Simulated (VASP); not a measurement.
Sb: single point with PBEsol

Sb:

```xyz
2
Lattice="2.1324 1.2312 3.7200 -2.1324 1.2312 3.7200 0.0000 -2.4623 3.7200" Properties=species:S:1:pos:R:3 pbc="T T T"
Sb    0.0000    0.0000    2.6058
Sb    0.0000    0.0000    8.5543
```

```yaml
Program: VASP 6.6.1
Task: single point
Functional: PBEsol
Potentials_or_basis: VASP PAW PBE potentials, release 64 (Sb)
Cutoff: 520 eV
k_mesh: 8 × 8 × 8
Occupations: fermi-dirac, width 0.05 eV
Spin: no spin polarisation
```

```json
{"Pressure": "2.1 GPa", "Largest force": "0.330 eV/Å", "Band gap on the k mesh": "zero (band 5 reaches 7.60 eV, above the bottom of band 6 at 7.29 eV)"}
```

Forces on the atoms (eV/Å):
```
Sb   0.000  0.000  0.330
Sb   0.000  0.000 -0.330
```

Stress tensor (GPa, compression positive):
```
2.47 0.00 0.00
0.00 2.47 0.00
0.00 0.00 1.45
```

Levels at points of the mesh, in eV from the Fermi level:
| k point | band 3 | band 4 | band 5 | band 6 | band 7 | band 8 |
| --- | --- | --- | --- | --- | --- | --- |
| (0.00, 0.00, 0.00) | -2.22 | -1.93 | -1.93 | 1.99 | 2.66 | 2.66 |
| (0.50, 0.00, 0.00) | -2.09 | -1.97 | -0.37 | -0.31 | 0.07 | 0.39 |
| (0.50, 0.50, 0.00) | -5.70 | -3.98 | -3.88 | 1.29 | 5.03 | 5.58 |
| (0.50, 0.50, 0.50) | -1.44 | -1.44 | -0.56 | 0.02 | 0.02 | 1.11 |

Run time: 33 s on 1 thread of Intel(R) Xeon(R) Platinum 8259CL CPU @ 2.50GHz (Skylake/Cascade Lake), with other jobs on the host, peak memory 0.21 GiB.

Caveat: the PAW data sets were made with another functional, which shifts forces and pressure a little; spin-orbit coupling is left out, which moves the levels of the heavy elements.
